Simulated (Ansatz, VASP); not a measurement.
**One calculation of O, two programs**

```
O
1.0
     6.08760    0.00000    0.00000
     0.00000    6.08760    0.00000
     0.00000    0.00000    6.08760
O
12
Direct
  0.31479 0.22973 0.42520
  0.31651 0.17986 0.23065
  0.76096 0.40476 0.21290
  0.64630 0.53835 0.11694
  0.78647 0.26740 0.70894
  0.93454 0.15920 0.78912
  0.58982 0.80895 0.70746
  0.49454 0.70512 0.56534
  0.19251 0.75473 0.98070
  0.12249 0.59203 0.88727
  0.00514 0.80221 0.42288
  0.88974 0.93486 0.32760
```

Alike in both runs: functional PBE; dispersion D3(BJ); k mesh 1 × 1 × 1; occupations fermi-dirac, width 0.02 eV; collinear spin.

Ansatz relaxed the structure, and its values are those at the end. VASP's run is a single point on that final structure, the one shown.

```csv
,VASP,Ansatz
version,VASP 6.6.1,Ansatz 0.2.0
potentials or method,"VASP PAW PBE potentials, release 64 (O), cutoff 520 eV","scalar-relativistic, plane waves, PAW"
valence electrons in the cell,72,72
```

Ansatz gave:

| Quantity | Value |
| --- | --- |
| rms of the force components (eV/Å) | 0.104 |
| net moment per atom (μB) | 1.00 |
| size of the moment on the site where the two differ most (μB) | 0.56 |

**Question.** Which values does VASP return?

**Answer.** rms of the force components (eV/Å): 0.573; net moment per atom (μB): 1.00; size of the moment on the site where the two differ most (μB): 0.81.

Site moments also hang on the region over which each program counts them. One of these differences is far larger than is usual between the two programs; its cause wasn't traced.

Noted on VASP's run: the standard files for N, O and F lose accuracy on very short bonds.
